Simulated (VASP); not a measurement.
# HfSnSe4 (P6/mmm) in VASP: notebook

The runs below take HfSnSe4 through relaxation of cell and atoms, single point, with PBE.

Everything below comes from runs of VASP 6.6.1. Logs are shortened: lines on timing, memory, paths and dates and some standing lists are left out, and cuts for length are marked.

### 1 The cell of the first run

It takes space group P6/mmm (No. 191, hexagonal). The conventional cell has a = 4.399 Å, b = 4.399 Å, c = 10.519 Å, α = 90.00°, β = 90.00°, γ = 120.00°. Hf (site symmetry 6/mmm) has 8 Se at 2.54 to 3.14 Å within 3.4 Å. Within 2.8 Å of Sn (site symmetry 6/mmm) lie 2 Se at 2.12 Å. Se (site symmetry 6mm) has 1 Sn at 2.12 Å within 2.8 Å. Se (site symmetry -6m2) has 3 Se at 2.54 Å and 3 Hf at 2.54 Å within 3.4 Å.

The cell was generated, and may not be a known phase.

### 2 Relaxation of cell and atoms, PBE

Contents of INCAR:

```
PREC     = Accurate       # precision mode
ENCUT    = 600            # plane-wave cutoff, eV
EDIFF    = 1E-7           # SCF threshold, eV
ISMEAR   = 0              # smearing method
SIGMA    = 0.1            # smearing width, eV
LREAL    = False          # projectors in reciprocal space
LASPH    = True           # aspherical terms in the spheres
NELM     = 100            # most SCF steps
ALGO     = Normal         # electronic algorithm
ISIF     = 3              # what is computed and relaxed
LWAVE    = False          # write WAVECAR
LCHARG   = False          # write CHGCAR
GGA      = PE             # functional
IBRION   = 2              # ionic algorithm
NSW      = 90             # ionic steps
EDIFFG   = -0.04          # ionic threshold
```

Contents of KPOINTS:

```
Automatic mesh
0
Gamma
  6 6 2
```

Contents of POSCAR:

```
HfSnSe4
1.0
    4.3987312100      0.0000000000      0.0000000000
   -2.1993656100      3.8094129700      0.0000000000
    0.0000000000      0.0000000000     10.5190111400
Hf Sn Se
1 1 4
Direct
    0.0000000000      0.0000000000      0.0000000000
    0.0000000000      0.0000000000      0.5000000000
    0.0000000000      0.0000000000      0.7017751100
    0.0000000000      0.0000000000      0.2982248900
    0.3333333300      0.6666666700      0.0000000000
    0.6666666700      0.3333333300      0.0000000000
```

Potentials or basis: VASP PAW PBE potentials, release 64 (Hf_pv, Sn_d, Se).

The run is started by

```
$ cat potpaw_PBE.64/Hf_pv/POTCAR potpaw_PBE.64/Sn_d/POTCAR potpaw_PBE.64/Se/POTCAR > POTCAR
$ mpirun -np 1 vasp_std > vasp.out
```

OUTCAR:

```text
PREC = Accurate
   ENCUT = 600
   EDIFF = 1E-7
   ISMEAR = 0
   LREAL = False
   LASPH = True
   NELM = 100
   ISIF = 3
   GGA = PE
   IBRION = 2
   NSW = 90
   EDIFFG = -0.04

 ion  position               nearest neighbor table
   1  0.000  0.000  0.000-   5 2.54   6 2.54   6 2.54   5 2.54   6 2.54   5 2.54   3 3.14   4 3.14

   2  0.000  0.000  0.500-   3 2.12   4 2.12
   3  0.000  0.000  0.702-   2 2.12   1 3.14
   4  0.000  0.000  0.298-   2 2.12   1 3.14
   5  0.333  0.667  0.000-   6 2.54   6 2.54   1 2.54   1 2.54   1 2.54   6 2.54
   6  0.667  0.333  0.000-   5 2.54   5 2.54   1 2.54   1 2.54   1 2.54   5 2.54

  LATTYP: Found a hexagonal cell.
 ALAT       =     4.3987312100
 C/A-ratio  =     2.3913739298

  Lattice vectors:

 A1 = (   4.3987312100,   0.0000000000,   0.0000000000)
 A2 = (  -2.1993656100,   3.8094129700,   0.0000000000)
 A3 = (   0.0000000000,   0.0000000000,  10.5190111400)

Analysis of symmetry for initial positions (statically):
=====================================================================
 Subroutine PRICEL returns:
 Original cell was already a primitive cell.

 Routine SETGRP: Setting up the symmetry group for a
 hexagonal supercell.

 Subroutine GETGRP returns: Found 24 space group operations
 (whereof 24 operations were pure point group operations)
 out of a pool of 24 trial point group operations.

The static configuration has the point symmetry D_6h.

Analysis of symmetry for dynamics (positions and initial velocities):
=====================================================================
 Subroutine PRICEL returns:
 Original cell was already a primitive cell.

 Routine SETGRP: Setting up the symmetry group for a
 hexagonal supercell.

 Subroutine GETGRP returns: Found 24 space group operations
 (whereof 24 operations were pure point group operations)
 out of a pool of 24 trial point group operations.

The dynamic configuration has the point symmetry D_6h.

 Subroutine INISYM returns: Found 24 space group operations
 (whereof 24 operations are pure point group operations),
 and found     1 'primitive' translations

----------------------------------------------------------------------------------------

                                     Primitive cell

  volume of cell :     176.2627

  direct lattice vectors                    reciprocal lattice vectors
     4.398731210  0.000000000  0.000000000     0.227338283  0.131253819  0.000000000
    -2.199365610  3.809412970  0.000000000     0.000000000  0.262507638  0.000000000
     0.000000000  0.000000000 10.519011140     0.000000000  0.000000000  0.095065970

  length of vectors
     4.398731210  4.398731211 10.519011140     0.262507638  0.262507638  0.095065970

  position of ions in fractional coordinates (direct lattice)
     0.000000000  0.000000000  0.000000000
     0.000000000  0.000000000  0.500000000
     0.000000000  0.000000000  0.701775110
     0.000000000  0.000000000  0.298224890
     0.333333330  0.666666670  0.000000000
     0.666666670  0.333333330  0.000000000

  ion indices of the primitive-cell ions
   primitive index   ion index
                 1           1
                 2           2
                 3           3
                 4           4
                 5           5
                 6           6

----------------------------------------------------------------------------------------

 KPOINTS: Automatic mesh

Automatic generation of k-mesh.
 Grid dimensions read from file:
 generate k-points for:    6    6    2

 Generating k-lattice:

  Cartesian coordinates                     Fractional coordinates (reciprocal lattice)
     0.037889714  0.021875637  0.000000000     0.166666667  0.000000000  0.000000000
     0.000000000  0.043751273  0.000000000     0.000000000  0.166666667  0.000000000
     0.000000000  0.000000000  0.047532985     0.000000000  0.000000000  0.500000000

  Length of vectors
     0.043751273  0.043751273  0.047532985

  Shift w.r.t. Gamma in fractional coordinates (k-lattice)
     0.000000000  0.000000000  0.000000000

 Subroutine IBZKPT returns following result:
 ===========================================

 Found     14 irreducible k-points:

 Following reciprocal coordinates:
            Coordinates               Weight
  0.000000  0.000000  0.000000      1.000000
  0.166667  0.000000  0.000000      6.000000
  0.333333 -0.000000  0.000000      6.000000
  0.500000  0.000000  0.000000      3.000000
  0.166667  0.166667  0.000000      6.000000
  0.333333  0.166667  0.000000     12.000000
  0.333333  0.333333  0.000000      2.000000
  0.000000  0.000000  0.500000      1.000000
  0.166667  0.000000  0.500000      6.000000
  0.333333 -0.000000  0.500000      6.000000
  0.500000  0.000000  0.500000      3.000000
  0.166667  0.166667  0.500000      6.000000
  0.333333  0.166667  0.500000     12.000000
  0.333333  0.333333  0.500000      2.000000
   k-points           NKPTS =     14   k-points in BZ     NKDIM =     14   number of bands    NBANDS=     28
   number of dos      NEDOS =    301   number of ions     NIONS =      6
   total plane-waves  NPLWV = 108864
   dimension x,y,z NGX =    36 NGY =   36 NGZ =   84
   dimension x,y,z NGXF=    72 NGYF=   72 NGZF=  168
   ions per type =               1   1   4
   NGX,Y,Z   is equivalent  to a cutoff of  13.61, 13.61, 13.28 a.u.
   NGXF,Y,Z  is equivalent  to a cutoff of  27.21, 27.21, 26.55 a.u.
 SYSTEM =  unknown system
   PREC   = accura    normal or accurate (medium, high low for compatibility)
   ISTART =      0    job   : 0-new  1-cont  2-samecut
   ICHARG =      2    charge: 1-file 2-atom 10-const
   ISPIN  =      1    spin polarized calculation?
   LNONCOLLINEAR =      F non collinear calculations
   LSORBIT =      F    spin-orbit coupling
   LASPH  =      T    aspherical Exc in radial PAW
   ENCUT  =  600.0 eV  44.10 Ry    6.64 a.u.   8.79  8.79 21.01*2*pi/ulx,y,z
   NELM   =    100;   NELMIN=  2; NELMDL= -5     # of ELM steps
   EDIFF  = 0.1E-06   stopping-criterion for ELM
   LREAL  =      F    real-space projection
   EDIFFG = -.4E-01   stopping-criterion for IOM
   NSW    =     90    number of steps for IOM
   IBRION =      2    ionic relax: 0-MD 1-quasi-New 2-CG
   NFREE  =      1    steps in history (QN), initial steepest desc. (CG)
   ISIF   =      3    stress and relaxation
   ISYM   =      2    0-nonsym 1-usesym 2-fastsym
   POTIM  = 0.5000    time-step for ionic-motion
   TEBEG  =    0.0;   TEEND  =   0.0 temperature during run
   PSTRESS=    0.0 pullay stress
   NELECT =      48.0000    total number of electrons
   NUPDOWN=      -1.0000    fix difference up-down
   EMIN   =  10.00;   EMAX   =-10.00  energy-range for DOS
   EFERMI =   0.00;   METHOD = LEGACY
   ISMEAR =     0;   SIGMA  =   0.10  broadening in eV -4-tet -1-fermi 0-gaus
   EFERMI_NEDOS =   21; number of points for ismear=-14 and -15
   IALGO  =     38    algorithm
   IMIX   =      4    mixing-type and parameters
     AMIX     =   0.40;   BMIX     =  1.00
     AMIX_MAG =   1.60;   BMIX_MAG =  1.00
  volume/ion in A,a.u.               =      29.38       198.25
  Fermi-wavevector in a.u.,A,eV,Ry     =   1.061130  2.005244 15.320107  1.125996
  Thomas-Fermi vector in A             =   2.196535
   LORBIT       =      0    0 simple, 1 ext, 2 COOP (PROOUT), +10 PAW based schemes
   GGA     = PE    functional components
   LHFCALC =     F    Hartree Fock is set to
   AEXX    =    0.0000 exact exchange contribution
   IVDW    =     0    specifies the selected vdW correction
   LEPSILON=     F    determine dielectric tensor
   LRPA    =     F    only Hartree local field effects (RPA)
 conjugate gradient relaxation of ions
 non-spin polarized calculation
 Gauss-broadening in eV      SIGMA  =   0.10
  energy-cutoff  :      600.00
  volume of cell :      176.26
 maximum number of plane-waves:      5922
 NGX is ok and might be reduce to    36
   NGX = 17   NGY = 17   NGZ = 43

--------------------------------------- Ionic step        1  -------------------------------------------

 number of electron      47.9999996 magnetization

 Free energy of the ion-electron system (eV)
  ---------------------------------------------------
  ext. energy  EPLUGINS =         0.00000000
  ---------------------------------------------------
  free energy    TOTEN  =       -24.55922657 eV

  energy without entropy =      -24.55312514  energy(sigma->0) =      -24.55617585

------------------------ aborting loop because EDIFF is reached ----------------------------------------

  FORCE on cell =-STRESS in cart. coord.  units (eV):
  Direction    XX          YY          ZZ          XY          YZ          ZX
  --------------------------------------------------------------------------------------
  -------------------------------------------------------------------------------------
  Total       21.0445918     21.0445918     27.0385100     -0.0000000     -0.0000000      0.0000000
  in kB      191.2893069    191.2893066    245.7723049     -0.0000003     -0.0000000      0.0000000
  external PRESSURE =     209.4503061 kB  Pullay stress =       0.0000000 kB
[... 27 lines left out ...]
--------------------------------------- Ionic step        2  -------------------------------------------

 number of electron      47.9999993 magnetization

 E-fermi :  -0.6868     XC(G=0):  -6.7068

 val. band max:       -0.6930722796   @ k =   0.0000   0.0000   0.0000
 cond. band min:      -0.6571712731   @ k =   0.3333  -0.0000   0.5000
 fundamental gap:      0.0359010065
 Fermi energy:        -0.6867726005

 k-point     1 :       0.0000    0.0000    0.0000
  band No.  band energies     occupation
      1     -32.9801      2.00000
      2     -32.7750      2.00000
      3     -32.7750      2.00000
      4     -22.5195      2.00000
      5     -22.5195      2.00000
      6     -22.3959      2.00000
[... 496 lines left out ...]
  FREE ENERGIE OF THE ION-ELECTRON SYSTEM (eV)
  ---------------------------------------------------
  free  energy   TOTEN  =       -27.7364879781 eV

  energy  without entropy=      -27.7286740848  energy(sigma->0) =      -27.73258103

[... ionic steps 4 to 11 ...]

--------------------------------------- Ionic step       12  -------------------------------------------

 number of electron      47.9999991 magnetization

------------------------ aborting loop because EDIFF is reached ----------------------------------------
[... 75 lines left out ...]
--------------------------------------- Ionic step       14  -------------------------------------------

 number of electron      47.9999990 magnetization

 Free energy of the ion-electron system (eV)
  ---------------------------------------------------
  ext. energy  EPLUGINS =         0.00000000
  ---------------------------------------------------
  free energy    TOTEN  =       -28.83982379 eV

  energy without entropy =      -28.81609762  energy(sigma->0) =      -28.82796071

 E-fermi :   1.3570     XC(G=0):  -7.8410

 val. band max:        1.3260148371   @ k =   0.1667   0.0000   0.5000
 cond. band min:       1.4014983498   @ k =   0.1667   0.0000   0.0000
 fundamental gap:      0.0754835127
 Fermi energy:         1.3570296376

 k-point     1 :       0.0000    0.0000    0.0000
  band No.  band energies     occupation
      1     -29.8004      2.00000
      2     -29.6658      2.00000
      3     -29.6658      2.00000
      4     -20.4793      2.00000
      5     -20.4793      2.00000
      6     -20.4669      2.00000
[... 456 lines left out ...]
  FREE ENERGIE OF THE ION-ELECTRON SYSTEM (eV)
  ---------------------------------------------------
  free  energy   TOTEN  =       -28.8398237880 eV

  energy  without entropy=      -28.8160976243  energy(sigma->0) =      -28.82796071

 reached required accuracy - stopping structural energy minimisation
```

Wall time 32 min (1 thread of Intel Xeon 8259CL, shared host); peak memory 0.37 GiB.

Results:

* Free energy: -28.8398 eV
* Relaxed volume: 35.43 Å³/atom
* Relaxed cell: a = 4.874 Å, b = 4.874 Å, c = 10.335 Å, α = 90.00°, β = 90.00°, γ = 120.00°
* Space group after relaxing (to 0.1 Å): P6/mmm (No. 191)
* Energy gained by relaxing: 713.4 meV/atom
* Ionic steps: 14
* Pressure after relaxing: 0.1 GPa
* Largest force after relaxing: 0.011 eV/Å
* Band gap on the k mesh: zero (bands 24 and 25 overlap by 0.70 eV)

Forces in eV/Å, atoms in the order of the input:
```
Hf   0.000  0.000  0.000
Sn   0.000  0.000  0.000
Se   0.000  0.000 -0.011
Se   0.000  0.000  0.011
Se   0.000  0.000  0.000
Se   0.000  0.000  0.000
```

Step by step:
```
step  energy change (eV)  largest force (eV/Å)  pressure (GPa)  volume (Å³)
   1              0.0000                7.6313           20.95       176.26
   2             -0.9953                0.1028           -6.25       293.34
   3             -3.1773                0.0253           -1.16       223.65
   4             -3.2071                0.1691           -0.44       220.08
   5             -3.2160                0.3635            0.39       216.40
   6             -3.8069                1.5951           -1.25       225.39
   7             -3.8075                1.6265           -1.25       225.57
   8             -4.0603                1.3404           -0.77       219.77
   9             -4.1236                0.0409            1.80       208.81
  10             -4.1868                0.9239            0.23       214.20
  11             -4.1940                0.7654            0.53       212.94
  12             -4.2691                0.1412           -0.29       214.07
  13             -4.2802                0.0246           -0.17       213.76
  14             -4.2806                0.0111            0.06       212.61
```

Final structure:
```cif
data_structure
_symmetry_space_group_name_H-M 'P 1'
_symmetry_Int_Tables_number 1
_cell_length_a 4.8739
_cell_length_b 4.8739
_cell_length_c 10.3346
_cell_angle_alpha 90.000
_cell_angle_beta 90.000
_cell_angle_gamma 120.000
_cell_volume 212.61
loop_
_atom_site_label
_atom_site_type_symbol
_atom_site_fract_x
_atom_site_fract_y
_atom_site_fract_z
_atom_site_occupancy
Hf1 Hf 0.00000 0.00000 0.00000 1
Sn1 Sn 0.00000 0.00000 0.50000 1
Se1 Se 0.00000 0.00000 0.74398 1
Se2 Se 0.00000 0.00000 0.25602 1
Se3 Se 0.33333 0.66667 0.00000 1
Se4 Se 0.66667 0.33333 0.00000 1
```

Caveat: the volume moved by over 15 % at a fixed basis, so the end points are rough; spin-orbit coupling is left out, which moves the levels of the heavy elements.

### 3 Single point, PBE

This run uses another cell than the first one, of 35.98 Å³/atom.

Contents of INCAR:

```
PREC = Accurate
ENCUT = 520
EDIFF = 1E-6
ISMEAR = 0
SIGMA = 0.1
LREAL = F
LASPH = T
NELM = 100
ALGO = Normal
ISIF = 2
LWAVE = F
LCHARG = T
GGA = PE
LELF = T
LVHAR = T
NBANDS = 33
```

Contents of KPOINTS:

```
Automatic mesh
0
Gamma
  12 12 4
```

Contents of POSCAR:

```
HfSnSe4
1.0
    4.8907854201      0.0000000000      0.0000000000
   -2.4453927100      4.2355444182      0.0000000000
    0.0000000000      0.0000000000     10.4213375219
Hf Sn Se
1 1 4
Direct
    0.0000000000      0.0000000000      0.0000000000
    0.0000000000      0.0000000000      0.5000000000
    0.0000000000      0.0000000000      0.7473513638
    0.0000000000      0.0000000000      0.2526486362
    0.3333333333      0.6666666667      0.0000000000
    0.6666666667      0.3333333333      0.0000000000
```

Potentials or basis: VASP PAW PBE potentials, release 64 (Hf_pv, Sn_d, Se).

The run is started by

```
$ cat potpaw_PBE.64/Hf_pv/POTCAR potpaw_PBE.64/Sn_d/POTCAR potpaw_PBE.64/Se/POTCAR > POTCAR
$ mpirun -np 1 vasp_std > vasp.out
```

Wall time 12 min (1 thread of Intel Xeon 8259CL, shared host); peak memory 0.56 GiB.

It converged, with:

- Free energy: -28.7787 eV
- Pressure: -0.1 GPa
- Largest force: 0.030 eV/Å
- Band gap on the k mesh: zero (bands 24 and 25 overlap by 0.68 eV)

Forces on the atoms (eV/Å):
```
Hf   0.000  0.000  0.000
Sn   0.000  0.000  0.000
Se   0.000  0.000  0.030
Se   0.000  0.000 -0.030
Se   0.000  0.000  0.000
Se   0.000  0.000  0.000
```

Levels at points of the mesh, in eV from the Fermi level:
```
           k point  band 22  band 23  band 24  band 25  band 26  band 27
(0.00, 0.00, 0.00)    -0.99    -0.01    -0.01     0.44     2.59     2.59
(0.50, 0.00, 0.00)    -0.90    -0.87    -0.25     0.26     0.97     2.14
(0.00, 0.00, 0.50)     0.27     0.27     0.44     0.48     1.65     1.65
(0.50, 0.00, 0.50)    -0.90    -0.54     0.36     0.38     1.23     1.27
```

Caveat: spin-orbit coupling is left out, which moves the levels of the heavy elements.

The gap in the log of VASP goes by the Fermi energy; the results here count the filled bands.